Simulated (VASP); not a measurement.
Write the native input for VASP 6.6.1 that does the following.

| Quantity | Value |
| --- | --- |
| Task | single point |
| Functional | PBEsol |
| Potentials or basis | VASP PAW PBE potentials, release 64 (Zn, Se, S) |
| Cutoff | 520 eV |
| k mesh | 2 × 2 × 1 |
| Occupations | fermi-dirac, width 0.05 eV |
| Spin | no spin polarisation |
| Dipole correction | no |
| Further INCAR settings | LREAL = Auto; ALGO = Normal; EDIFF = 1e-06; NBANDS = 126 |

The structure of Zn12Se7S5 (an interface model) lies in POSCAR:

```
Zn12Se7S5
1.0
    2.6781340000     -2.6781340000      0.0000000000
    0.0000000000      2.6781340000     -2.6781340000
   22.5565830000     22.5565830000     22.5565830000
Zn Se S
12 7 5
Direct
    0.9996210000      0.0018640000      0.0009110000
    0.9956990000      0.9884220000      0.2586080000
    0.0069260000      0.0108460000      0.5184250000
    0.9960850000      0.9991610000      0.7623910000
    0.3312470000      0.6681650000      0.0865390000
    0.3347160000      0.6663830000      0.3443060000
    0.3306300000      0.6575630000      0.6040680000
    0.3395110000      0.6745830000      0.8422630000
    0.6655330000      0.3359300000      0.1719810000
    0.6583210000      0.3245030000      0.4310280000
    0.6712430000      0.3488290000      0.6824930000
    0.6652070000      0.3334600000      0.9199860000
    0.9968940000      0.9929450000      0.0648970000
    0.9997420000      0.9936960000      0.3230600000
    0.9916830000      0.9960460000      0.5830350000
    0.3261830000      0.6694310000      0.1509090000
    0.3414190000      0.6780790000      0.4090820000
    0.6767100000      0.3343520000      0.2368720000
    0.6714520000      0.3505020000      0.4967490000
    0.0012110000      0.9988770000      0.8222610000
    0.3412760000      0.6622920000      0.6641230000
    0.3280350000      0.6536350000      0.9007790000
    0.6631690000      0.3268580000      0.7424010000
    0.6644240000      0.3270720000      0.9795070000
```

These files were run (other wordings do the same):

INCAR

```
SYSTEM = Zn12Se7S5
PREC = Accurate
ENCUT = 520
EDIFF = 1E-6
ISMEAR = -1
SIGMA = 0.05
LREAL = Auto
LASPH = .TRUE.
NELM = 100
ALGO = Normal
ISIF = 2
LWAVE = .FALSE.
LCHARG = .FALSE.
GGA = PS
NBANDS = 126
```

KPOINTS

```
regular mesh
0
G
  2 2 1
  0 0 0
```

Potentials or basis: VASP PAW PBE potentials, release 64 (Zn, Se, S).

Launch:

```console
$ cat potpaw_PBE.64/Zn/POTCAR potpaw_PBE.64/Se/POTCAR potpaw_PBE.64/S/POTCAR > POTCAR
$ mpirun -np 1 vasp_std > vasp.out
```

Results of the run:

| Item | Value |
| --- | --- |
| Pressure | 7.7 GPa |
| Largest force | 1.257 eV/Å |
| Band gap on the k mesh | 0.84 eV |

Caveat: the k points lie up to 0.96 Å⁻¹ apart; the PAW data sets were made with another functional, which shifts forces and pressure a little.

Run time: 4 min on 1 thread of Intel(R) Xeon(R) 6975P-C (Granite Rapids), with other jobs on the host, peak memory 0.59 GiB.
